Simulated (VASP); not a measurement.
Input of a VASP 6.6.1 run:

Contents of INCAR:

```
PREC = Accurate
ENCUT = 520
EDIFF = 1E-6
ISMEAR = 0
SIGMA = 0.05
LREAL = False
LASPH = True
NELM = 100
ALGO = Normal
ISIF = 2
LWAVE = False
LCHARG = False
NBANDS = 26
```

File KPOINTS:

```
regular mesh
0
Gamma
  8 6 4
```

Contents of POSCAR:

```
AlN
1.0
   -1.6378403119      2.8368226349      0.0000000000
    0.0000000000      0.0000000000      4.1006264518
    4.9135209358      2.8368226349      0.0000000000
Al N
4 4
Direct
    0.5138557922      0.7500000000      0.1965217496
    1.0000000000      0.7500000000      0.6666666667
    0.0000000000      0.2500000000      0.3333333333
    0.5000000000      0.2500000000      0.8333333333
    0.5000000000      0.2500000000      0.1666666667
    1.0000000000      0.2500000000      0.6666666667
    0.0000000000      0.7500000000      0.3333333333
    0.5000000000      0.7500000000      0.8333333333
```

Potentials or basis: VASP PAW LDA potentials, release 64 (Al, N).

Launch:

```bash
$ cat potpaw_LDA.64/Al/POTCAR potpaw_LDA.64/N/POTCAR > POTCAR
$ mpirun -np 1 vasp_std > vasp.out
```

(1) Predict the largest force.

(2) What does it give for the band gap on the k mesh?

(3) What does it give for the pressure?

Results:

(1) 3.525 eV/Å.

(2) 3.40 eV, direct.

(3) 1.9 GPa.

Caveat: the cell differs from its parent crystal (atom 1 (Al) moved by +0.124 Å along [1 0 0] and +0.124 Å along [1 2 0]); forces of over 1 eV/Å act on the atoms, so gaps and moduli don't describe the material at rest.
